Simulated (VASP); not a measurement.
# Rh in VASP: further runs

Runs on Rh. Level: PBEsol. Tasks: single point.

Everything below comes from runs of VASP 6.6.1. Logs are shortened: lines on timing, memory, paths and dates and some standing lists are left out, and cuts for length are marked.

### 1 The cell of the first run

Symmetry: I4/mmm, No. 139, tetragonal system. Conventional cell: a = 2.598 Å, b = 2.598 Å, c = 3.617 Å, α = 90.00°, β = 90.00°, γ = 90.00°. Rh (site symmetry 4/mmm) has 12 Rh at 2.58 to 2.60 Å within 3.4 Å.

### 2 Single point, PBEsol (strained)

File INCAR:

```
ALGO     = Normal         # electronic algorithm
EDIFF    = 1E-7           # SCF threshold, eV
ENCUT    = 520            # plane-wave cutoff, eV
GGA      = PS             # functional
ISIF     = 2              # what is computed and relaxed
ISMEAR   = 0              # smearing method
LASPH    = T              # aspherical terms in the spheres
LCHARG   = F              # write CHGCAR
LREAL    = F              # projectors in reciprocal space
LWAVE    = F              # write WAVECAR
NBANDS   = 14             # bands
NELM     = 100            # most SCF steps
PREC     = Accurate       # precision mode
SIGMA    = 0.1            # smearing width, eV
```

File KPOINTS:

```
k-points
0
Gamma
  18 18 18
```

File POSCAR:

```
Rh
1.0
    0.0000000000      1.8371254860      1.8086022360
    1.8371254860      0.0000000000      1.8086022360
    1.8371254860      1.8371254860      0.0000000000
Rh
1
Direct
    0.0000000000      0.0000000000      0.0000000000
```

Potentials or basis: VASP PAW PBE potentials, release 64 (Rh_pv).

Run with:

```sh
$ cat potpaw_PBE.64/Rh_pv/POTCAR > POTCAR
$ mpirun -np 1 vasp_std > vasp.out
```

OUTCAR:

```text
EDIFF = 1E-7
   ENCUT = 520
   GGA = PS
   ISIF = 2
   ISMEAR = 0
   LASPH = T
   LREAL = F
   NELM = 100
   PREC = Accurate

 ion  position               nearest neighbor table
   1  0.000  0.000  0.000-

  LATTYP: Found a body centered tetragonal cell.
 ALAT       =     2.5980877781
 C/A-ratio  =     1.3922564520

  Lattice vectors:

 A1 = (   0.0000000000,  -1.8371254860,  -1.8086022360)
 A2 = (   0.0000000000,   1.8371254860,  -1.8086022360)
 A3 = (   1.8371254860,   0.0000000000,   1.8086022360)

Analysis of symmetry for initial positions (statically):
=====================================================================
 Subroutine PRICEL returns:
 Original cell was already a primitive cell.

 Routine SETGRP: Setting up the symmetry group for a
 body centered tetragonal supercell.

 Subroutine GETGRP returns: Found 16 space group operations
 (whereof 16 operations were pure point group operations)
 out of a pool of 16 trial point group operations.

The static configuration has the point symmetry D_4h.

Analysis of symmetry for dynamics (positions and initial velocities):
=====================================================================
 Subroutine PRICEL returns:
 Original cell was already a primitive cell.

 Routine SETGRP: Setting up the symmetry group for a
 body centered tetragonal supercell.

 Subroutine GETGRP returns: Found 16 space group operations
 (whereof 16 operations were pure point group operations)
 out of a pool of 16 trial point group operations.

The dynamic configuration has the point symmetry D_4h.

 Subroutine INISYM returns: Found 16 space group operations
 (whereof 16 operations are pure point group operations),
 and found     1 'primitive' translations

----------------------------------------------------------------------------------------

                                     Primitive cell

  volume of cell :      12.2082

  direct lattice vectors                    reciprocal lattice vectors
     0.000000000  1.837125486  1.808602236    -0.272164315  0.272164315  0.276456586
     1.837125486  0.000000000  1.808602236     0.272164315 -0.272164315  0.276456586
     1.837125486  1.837125486  0.000000000     0.272164315  0.272164315 -0.276456586

  length of vectors
     2.577997692  2.577997692  2.598087778     0.473893525  0.473893525  0.473893525

  position of ions in fractional coordinates (direct lattice)
     0.000000000  0.000000000  0.000000000

  ion indices of the primitive-cell ions
   primitive index   ion index
                 1           1

----------------------------------------------------------------------------------------

 KPOINTS: k-points

Automatic generation of k-mesh.
 Grid dimensions read from file:
 generate k-points for:   18   18   18

 Generating k-lattice:

  Cartesian coordinates                     Fractional coordinates (reciprocal lattice)
    -0.015120240  0.015120240  0.015358699     0.055555556  0.000000000  0.000000000
     0.015120240 -0.015120240  0.015358699     0.000000000  0.055555556  0.000000000
     0.015120240  0.015120240 -0.015358699     0.000000000  0.000000000  0.055555556

  Length of vectors
     0.026327418  0.026327418  0.026327418

  Shift w.r.t. Gamma in fractional coordinates (k-lattice)
     0.000000000  0.000000000  0.000000000

 Subroutine IBZKPT returns following result:
 ===========================================

 Found    480 irreducible k-points:

 Following reciprocal coordinates:
            Coordinates               Weight
  0.000000  0.000000  0.000000      1.000000
  0.055556  0.000000  0.000000      8.000000
  0.111111  0.000000  0.000000      8.000000
  0.166667  0.000000  0.000000      8.000000
  0.222222  0.000000  0.000000      8.000000
  0.277778  0.000000  0.000000      8.000000
[... 16 lines left out ...]
 -0.277778  0.055556  0.000000      8.000000
 -0.222222  0.055556  0.000000      8.000000
 [... further k-points ...]
   k-points           NKPTS =    480   k-points in BZ     NKDIM =    480   number of bands    NBANDS=     14
   number of dos      NEDOS =    301   number of ions     NIONS =      1
   total plane-waves  NPLWV =   8000
   dimension x,y,z NGX =    20 NGY =   20 NGZ =   20
   dimension x,y,z NGXF=    40 NGYF=   40 NGZF=   40
   ions per type =               1
   NGX,Y,Z   is equivalent  to a cutoff of  12.90, 12.90, 12.80 a.u.
   NGXF,Y,Z  is equivalent  to a cutoff of  25.79, 25.79, 25.60 a.u.
 SYSTEM =  unknown system
   PREC   = accura    normal or accurate (medium, high low for compatibility)
   ISTART =      0    job   : 0-new  1-cont  2-samecut
   ICHARG =      2    charge: 1-file 2-atom 10-const
   ISPIN  =      1    spin polarized calculation?
   LNONCOLLINEAR =      F non collinear calculations
   LSORBIT =      F    spin-orbit coupling
   LASPH  =      T    aspherical Exc in radial PAW
   ENCUT  =  520.0 eV  38.22 Ry    6.18 a.u.   4.79  4.79  4.83*2*pi/ulx,y,z
   NELM   =    100;   NELMIN=  2; NELMDL= -5     # of ELM steps
   EDIFF  = 0.1E-06   stopping-criterion for ELM
   LREAL  =      F    real-space projection
   EDIFFG = 0.1E-05   stopping-criterion for IOM
   NSW    =      0    number of steps for IOM
   IBRION =     -1    ionic relax: 0-MD 1-quasi-New 2-CG
   NFREE  =      0    steps in history (QN), initial steepest desc. (CG)
   ISIF   =      2    stress and relaxation
   ISYM   =      2    0-nonsym 1-usesym 2-fastsym
   POTIM  = 0.5000    time-step for ionic-motion
   TEBEG  =    0.0;   TEEND  =   0.0 temperature during run
   PSTRESS=    0.0 pullay stress
   NELECT =      15.0000    total number of electrons
   NUPDOWN=      -1.0000    fix difference up-down
   EMIN   =  10.00;   EMAX   =-10.00  energy-range for DOS
   EFERMI =   0.00;   METHOD = LEGACY
   ISMEAR =     0;   SIGMA  =   0.10  broadening in eV -4-tet -1-fermi 0-gaus
   EFERMI_NEDOS =   21; number of points for ismear=-14 and -15
   IALGO  =     38    algorithm
   IMIX   =      4    mixing-type and parameters
     AMIX     =   0.40;   BMIX     =  1.00
     AMIX_MAG =   1.60;   BMIX_MAG =  1.00
  volume/ion in A,a.u.               =      12.21        82.38
  Fermi-wavevector in a.u.,A,eV,Ry     =   1.753430  3.313502 41.831324  3.074516
  Thomas-Fermi vector in A             =   2.823567
   LORBIT       =      0    0 simple, 1 ext, 2 COOP (PROOUT), +10 PAW based schemes
   GGA     = PS    functional components
   LHFCALC =     F    Hartree Fock is set to
   AEXX    =    0.0000 exact exchange contribution
   IVDW    =     0    specifies the selected vdW correction
   LEPSILON=     F    determine dielectric tensor
   LRPA    =     F    only Hartree local field effects (RPA)
 non-spin polarized calculation
 Gauss-broadening in eV      SIGMA  =   0.10
  energy-cutoff  :      520.00
  volume of cell :       12.21
 maximum number of plane-waves:       342
   NGX =  9   NGY =  9   NGZ =  9

 number of electron      15.0000001 magnetization

 Free energy of the ion-electron system (eV)
  ---------------------------------------------------
  ext. energy  EPLUGINS =         0.00000000
  ---------------------------------------------------
  free energy    TOTEN  =        -7.99823011 eV

  energy without entropy =       -7.99264407  energy(sigma->0) =       -7.99543709

 E-fermi :  14.0888     XC(G=0): -14.9979

 val. band max:       14.0870364798   @ k =   0.5000   0.3889   0.0556
 cond. band min:      14.0990444888   @ k =  -0.3889   0.3333   0.2222
 fundamental gap:      0.0120080090
 Fermi energy:        14.0887667240

 k-point     1 :       0.0000    0.0000    0.0000
  band No.  band energies     occupation
      1     -32.4710      2.00000
      2     -32.4710      2.00000
      3     -32.4592      2.00000
      4       5.1224      2.00000
      5      10.2927      2.00000
      6      10.2927      2.00000
      7      10.4883      2.00000
      8      12.7758      2.00000
      9      13.0211      2.00000
     10      29.8471      0.00000
     11      34.0976      0.00000
     12      35.8003      0.00000
     13      35.8003      0.00000
     14      36.3862      0.00000

 k-point     2 :       0.0556    0.0000    0.0000
  band No.  band energies     occupation
      1     -32.5028      2.00000
      2     -32.4759      2.00000
      3     -32.4666      2.00000
      4       5.2631      2.00000
      5      10.2547      2.00000
      6      10.3508      2.00000
      7      10.5154      2.00000
      8      12.7432      2.00000
      9      12.9819      2.00000
     10      30.0743      0.00000
     11      34.0965      0.00000
     12      35.2313      0.00000
     13      36.0218      0.00000
     14      36.4595      0.00000

 k-point     3 :       0.1111    0.0000    0.0000
  band No.  band energies     occupation
      1     -32.6021      2.00000
      2     -32.4901      2.00000
      3     -32.4793      2.00000
      4       5.6634      2.00000
      5      10.1076      2.00000
      6      10.5011      2.00000
      7      10.6454      2.00000
      8      12.6758      2.00000
      9      12.8924      2.00000
     10      30.6944      0.00000
     11      33.7764      0.00000
     12      34.1103      0.00000
     13      36.6677      0.00000
     14      37.0684      0.00000
[... 324 lines left out ...]
 k-point    23 :      -0.2778    0.0556    0.0000
  band No.  band energies     occupation
      1     -33.1838      2.00000
      2     -32.5904      2.00000
      3     -32.5644      2.00000
      4       7.2493      2.00000
      5      10.6154      2.00000
      6      10.6586      2.00000
      7      10.8304      2.00000
      8      13.0697      2.00000
      9      14.0174      1.68714
     10      28.6987      0.00000
     11      31.7919      0.00000
     12      34.1016      0.00000
     13      38.3331      0.00000
     14      40.3639      0.00000

 k-point    24 :      -0.2222    0.0556    0.0000
  band No.  band energies     occupation
      1     -32.9997      2.00000
      2     -32.5656      2.00000
      3     -32.5359      2.00000
      4       7.0666      2.00000
      5       9.9838      2.00000
      6      10.7943      2.00000
      7      10.9074      2.00000
      8      12.5902      2.00000
      9      13.5073      2.00000
     10      30.2361      0.00000
     11      32.2755      0.00000
     12      34.1011      0.00000
     13      38.5143      0.00000
     14      40.0392      0.00000

 [... further k-points ...]

------------------------ aborting loop because EDIFF is reached ----------------------------------------

  FORCE on cell =-STRESS in cart. coord.  units (eV):
  Direction    XX          YY          ZZ          XY          YZ          ZX
  --------------------------------------------------------------------------------------
  -------------------------------------------------------------------------------------
  Total        2.7888771      2.7888771      3.2108789      0.0000000     -0.0000000     -0.0000000
  in kB      366.0068883    366.0068883    421.3895951      0.0000000     -0.0000000     -0.0000000
  external PRESSURE =     384.4677905 kB  Pullay stress =       0.0000000 kB

 VOLUME and BASIS-vectors are now :
 -----------------------------------------------------------------------------
  energy-cutoff  :      520.00
  volume of cell :       12.21
      direct lattice vectors                 reciprocal lattice vectors
     0.000000000  1.837125486  1.808602236    -0.272164315  0.272164315  0.276456586
     1.837125486  0.000000000  1.808602236     0.272164315 -0.272164315  0.276456586
     1.837125486  1.837125486  0.000000000     0.272164315  0.272164315 -0.276456586

 POSITION                                       TOTAL-FORCE (eV/Angst)
 -----------------------------------------------------------------------------------
      0.00000      0.00000      0.00000         0.000000      0.000000      0.000000
 -----------------------------------------------------------------------------------
    total drift:                                0.000000     -0.000000     -0.000000

  FREE ENERGIE OF THE ION-ELECTRON SYSTEM (eV)
  ---------------------------------------------------
  free  energy   TOTEN  =        -7.9982301148 eV

  energy  without entropy=       -7.9926440679  energy(sigma->0) =       -7.99543709
```

Wall time 44 s (1 thread of Intel Xeon 6975P-C, shared host); peak memory 0.19 GiB.

Results:

| Property | Result |
| --- | --- |
| Free energy | -7.9982 eV |
| Pressure | 38.4 GPa |

Stress tensor (GPa, compression positive):
```
36.60  0.00  0.00
 0.00 36.60  0.00
 0.00  0.00 42.14
```

Levels at points of the mesh, in eV from the Fermi level:
| k point | band 3 | band 4 | band 5 | band 6 | band 7 | band 8 | band 9 | band 10 | band 11 | band 12 |
| --- | --- | --- | --- | --- | --- | --- | --- | --- | --- | --- |
| (0.00, 0.00, 0.00) | -46.55 | -8.97 | -3.80 | -3.80 | -3.60 | -1.31 | -1.07 | 15.76 | 20.01 | 21.71 |
| (0.50, 0.00, 0.00) | -46.69 | -7.25 | -3.94 | -3.73 | 0.54 | 0.65 | 0.76 | 9.91 | 15.31 | 20.01 |
| (0.50, 0.50, 0.00) | -46.98 | -7.59 | -7.17 | 0.67 | 1.23 | 1.23 | 3.61 | 13.73 | 13.73 | 14.15 |
| (0.50, 0.00, 0.50) | -46.93 | -7.58 | -7.15 | 0.69 | 1.12 | 1.30 | 3.24 | 13.68 | 13.91 | 14.15 |

Caveat: the cell differs from its parent crystal (strained); the PAW data sets were made with another functional, which shifts forces and pressure a little.

### 3 Single point, PBEsol

This run uses another cell than the first one, of 13.75 Å³/atom, 1.126 times its volume.

File INCAR:

```
  PREC = Accurate
  ENCUT = 500
  EDIFF = 1E-6
  ISMEAR = 0
  SIGMA = 0.1
  LREAL = False
  LASPH = True
  NELM = 120
  ALGO = Normal
  ISIF = 2
  LWAVE = False
  LCHARG = True
  GGA = PS
  LELF = True
  LVHAR = True
  NBANDS = 14
  GGA_COMPAT = False
```

File KPOINTS:

```
regular mesh
0
Gamma
  8 8 8
```

File POSCAR:

```
Rh
1.0
    0.0000000000      1.9015500000      1.9015500000
    1.9015500000      0.0000000000      1.9015500000
    1.9015500000      1.9015500000      0.0000000000
Rh
1
Direct
    0.0000000000      0.0000000000      0.0000000000
```

Potentials or basis: VASP PAW PBE potentials, release 64 (Rh_pv).

Run with:

```sh
$ cat potpaw_PBE.64/Rh_pv/POTCAR > POTCAR
$ mpirun -np 1 vasp_std > vasp.out
```

OUTCAR:

```text
PREC = Accurate
   ENCUT = 500
   EDIFF = 1E-6
   ISMEAR = 0
   LREAL = False
   LASPH = True
   NELM = 120
   ISIF = 2
   GGA = PS

 ion  position               nearest neighbor table
   1  0.000  0.000  0.000-

  LATTYP: Found a face centered cubic cell.
 ALAT       =     3.8031000000

  Lattice vectors:

 A1 = (   0.0000000000,   1.9015500000,   1.9015500000)
 A2 = (   1.9015500000,   0.0000000000,   1.9015500000)
 A3 = (   1.9015500000,   1.9015500000,   0.0000000000)

Analysis of symmetry for initial positions (statically):
=====================================================================
 Subroutine PRICEL returns:
 Original cell was already a primitive cell.

 Routine SETGRP: Setting up the symmetry group for a
 face centered cubic supercell.

 Subroutine GETGRP returns: Found 48 space group operations
 (whereof 48 operations were pure point group operations)
 out of a pool of 48 trial point group operations.

The static configuration has the point symmetry O_h .

Analysis of symmetry for dynamics (positions and initial velocities):
=====================================================================
 Subroutine PRICEL returns:
 Original cell was already a primitive cell.

 Routine SETGRP: Setting up the symmetry group for a
 face centered cubic supercell.

 Subroutine GETGRP returns: Found 48 space group operations
 (whereof 48 operations were pure point group operations)
 out of a pool of 48 trial point group operations.

The dynamic configuration has the point symmetry O_h .

 Subroutine INISYM returns: Found 48 space group operations
 (whereof 48 operations are pure point group operations),
 and found     1 'primitive' translations

----------------------------------------------------------------------------------------

                                     Primitive cell

  volume of cell :      13.7516

[... 111 lines left out ...]
   GGA     = PS    functional components
   LHFCALC =     F    Hartree Fock is set to
   AEXX    =    0.0000 exact exchange contribution
   IVDW    =     0    specifies the selected vdW correction
   LEPSILON=     F    determine dielectric tensor
   LRPA    =     F    only Hartree local field effects (RPA)
 non-spin polarized calculation
 Gauss-broadening in eV      SIGMA  =   0.10
  energy-cutoff  :      500.00
  volume of cell :       13.75
 maximum number of plane-waves:       360
   NGX =  9   NGY =  9   NGZ =  9

 number of electron      15.0000007 magnetization

 Free energy of the ion-electron system (eV)
  ---------------------------------------------------
  ext. energy  EPLUGINS =         0.00000000
  ---------------------------------------------------
  free energy    TOTEN  =        -8.10331345 eV

  energy without entropy =       -8.09332390  energy(sigma->0) =       -8.09831867

 E-fermi :  11.7885     XC(G=0): -14.2122

 val. band max:       11.7620379562   @ k =  -0.3750   0.2500   0.0000
 cond. band min:      11.8587277544   @ k =   0.3750   0.0000   0.0000
 fundamental gap:      0.0966897982
 Fermi energy:        11.7885348154

 k-point     1 :       0.0000    0.0000    0.0000
  band No.  band energies     occupation
      1     -34.5471      2.00000
      2     -34.5471      2.00000
      3     -34.5471      2.00000
      4       3.6980      2.00000
      5       8.6736      2.00000
      6       8.6736      2.00000
      7       8.6736      2.00000
      8      10.7985      2.00000
      9      10.7985      2.00000
     10      27.6745      0.00000
     11      32.1900      0.00000
     12      33.1370      0.00000
     13      33.1370      0.00000
     14      33.1370      0.00000
[... 377 lines left out ...]
      1     -35.1844      2.00000
      2     -34.8426      2.00000
      3     -34.7111      2.00000
      4       6.7256      2.00000
      5       7.6077      2.00000
      6       9.0777      2.00000
      7       9.7644      2.00000
      8      12.1573      0.00000
      9      17.1406      0.00000
     10      20.1414      0.00000
     11      27.7810      0.00000
     12      28.5148      0.00000
     13      32.1959      0.00000
     14      32.8619      0.00000

 [... further k-points ...]

------------------------ aborting loop because EDIFF is reached ----------------------------------------

  FORCE on cell =-STRESS in cart. coord.  units (eV):
  Direction    XX          YY          ZZ          XY          YZ          ZX
  --------------------------------------------------------------------------------------
  -------------------------------------------------------------------------------------
  Total       -0.3683281     -0.3683281     -0.3683281     -0.0000000     -0.0000000      0.0000000
  in kB      -42.9133304    -42.9133304    -42.9133304     -0.0000000     -0.0000000      0.0000000
  external PRESSURE =     -42.9133304 kB  Pullay stress =       0.0000000 kB

 VOLUME and BASIS-vectors are now :
 -----------------------------------------------------------------------------
  energy-cutoff  :      500.00
  volume of cell :       13.75
      direct lattice vectors                 reciprocal lattice vectors
     0.000000000  1.901550000  1.901550000    -0.262943388  0.262943388  0.262943388
     1.901550000  0.000000000  1.901550000     0.262943388 -0.262943388  0.262943388
     1.901550000  1.901550000  0.000000000     0.262943388  0.262943388 -0.262943388

 POSITION                                       TOTAL-FORCE (eV/Angst)
 -----------------------------------------------------------------------------------
      0.00000      0.00000      0.00000         0.000000      0.000000      0.000000
 -----------------------------------------------------------------------------------
    total drift:                               -0.000000     -0.000000     -0.000000

  FREE ENERGIE OF THE ION-ELECTRON SYSTEM (eV)
  ---------------------------------------------------
  free  energy   TOTEN  =        -8.1033134458 eV

  energy  without entropy=       -8.0933238993  energy(sigma->0) =       -8.09831867
```

Run time: 4.5 s. Hardware: 1 thread of AMD EPYC 7R13 (Zen 3), shared host; peak memory 0.09 GiB.

What came out:

```yaml
Free_energy: -8.1033 eV
Pressure: -4.3 GPa
```

Caveat: the PAW data sets were made with another functional, which shifts forces and pressure a little.

[end of part 1 of 2]
